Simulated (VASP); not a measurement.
Wanted: the native input for a VASP 6.6.1 run.

- Task: single point
- Functional: HSE06
- Potentials or basis: VASP PAW PBE potentials, release 64 (Sr_sv, O)
- Cutoff: 520 eV
- k mesh: 6 × 6 × 6
- Occupations: fermi-dirac, width 0.02 eV
- Spin: no spin polarisation
- Dipole correction: no
- Grid for exact exchange (PRECFOCK): Normal
- Further INCAR settings: ALGO = Normal; EDIFF = 1e-07; NBANDS = 15
- Screening parameter: 0.2079 1/Å

SrO:

```
Sr O
1.0
     0.00000    2.57693    2.57693
     2.57693    0.00000    2.57693
     2.57693    2.57693    0.00000
Sr O
1 1
Cartesian
  2.5769 2.5769 2.5769
  0.0000 0.0000 0.0000
```

These files were run (other wordings do the same):

POSCAR

```
SrO
1.0
    0.0000000000      2.5769276147      2.5769276147
    2.5769276147      0.0000000000      2.5769276147
    2.5769276147      2.5769276147      0.0000000000
Sr O
1 1
Direct
    0.5000000000      0.5000000000      0.5000000000
    0.0000000000      0.0000000000      0.0000000000
```

INCAR.step1

```
ALGO = Normal
EDIFF = 1E-5
ENCUT = 520
GGA = PE
ISIF = 2
ISMEAR = -1
LASPH = True
LCHARG = False
LREAL = False
LWAVE = True
NBANDS = 15
NELM = 100
PREC = Accurate
SIGMA = 0.02
```

INCAR.step2

```
ALGO = Normal
EDIFF = 1E-7
ENCUT = 520
GGA = PE
HFSCREEN = 0.2079
ISIF = 2
ISMEAR = -1
ISTART = 1
LASPH = True
LCHARG = False
LHFCALC = True
LREAL = False
LWAVE = False
NBANDS = 15
NELM = 100
PREC = Accurate
PRECFOCK = Normal
SIGMA = 0.02
```

KPOINTS

```
k-points
0
Gamma
  6 6 6
```

Potentials or basis: VASP PAW PBE potentials, release 64 (Sr_sv, O).

The run is started by

```bash
$ cat potpaw_PBE.64/Sr_sv/POTCAR potpaw_PBE.64/O/POTCAR > POTCAR
$ cp INCAR.step1 INCAR
$ mpirun -np 1 vasp_std > vasp.out
$ cp INCAR.step2 INCAR
$ mpirun -np 1 vasp_std > vasp.out
```

It gave:

The pressure is 0.5 GPa and the band gap on the k mesh is 4.74 eV, indirect (least direct gap 4.85 eV).

Caveat: the PAW data sets were made with another functional, which shifts forces and pressure a little.

Run time: 32 min on 1 thread of AMD EPYC 9R45 96-Core Processor (Zen 5) (shared host), peak memory 0.25 GiB.
